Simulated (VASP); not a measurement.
Wanted: the native input for a VASP 6.6.1 run.

```
Task                   : relaxation of shape and atoms at fixed volume
Functional             : PBEsol
Potentials or basis    : VASP PAW PBE potentials, release 64 (Zn, Ir)
Cutoff                 : 600 eV
k mesh                 : 15 × 15 × 9
Occupations            : fermi-dirac, width 0.05 eV
Spin                   : no spin polarisation
Dipole correction      : no
Further INCAR settings : ALGO = Normal; EDIFF = 1e-07; IBRION = 2; EDIFFG = -0.01; NSW = 50; ISIF = 4
```

The structure of ZnIr lies in POSCAR:

```
ZnIr
1.0
    2.7771790596      0.0000000000      0.0000000000
   -1.3885895298      2.4051076165      0.0000000000
    0.0000000000      0.0000000000      4.1638620700
Zn Ir
1 1
Direct
    0.6666666667      0.3333333333      0.5000000000
    0.0000000000      0.0000000000      0.0000000000
```

The input as run:

INCAR

```
SYSTEM = ZnIr
PREC     = Accurate       ! precision mode
ENCUT    = 600            ! plane-wave cutoff, eV
EDIFF    = 1E-7           ! SCF threshold, eV
ISMEAR   = -1             ! smearing method
SIGMA    = 0.05           ! smearing width, eV
LREAL    = .FALSE.        ! projectors in reciprocal space
LASPH    = .TRUE.         ! aspherical terms in the spheres
NELM     = 80             ! most SCF steps
ALGO     = Normal         ! electronic algorithm
ISIF     = 4              ! what is computed and relaxed
LWAVE    = .FALSE.        ! write WAVECAR
LCHARG   = .FALSE.        ! write CHGCAR
GGA      = PS             ! functional
IBRION   = 2              ! ionic algorithm
NSW      = 50             ! ionic steps
EDIFFG   = -0.01          ! ionic threshold
```

KPOINTS

```
Automatic mesh
0
G
  15 15 9
  0 0 0
```

Potentials or basis: VASP PAW PBE potentials, release 64 (Zn, Ir).

The run is started by

```console
$ cat potpaw_PBE.64/Zn/POTCAR potpaw_PBE.64/Ir/POTCAR > POTCAR
$ mpirun -np 1 vasp_std > vasp.out
```

Results of the run:

| Quantity | Value |
| --- | --- |
| Energy gained by relaxing | 0.1 meV/atom |
| Ionic steps | 2 |
| Pressure after relaxing | -2.9 GPa |

Caveat: the PAW data sets were made with another functional, which shifts forces and pressure a little.

It took 3 min on 1 thread of Oxide Virtual Turin-like Processor, on a shared host, peak memory 0.19 GiB.
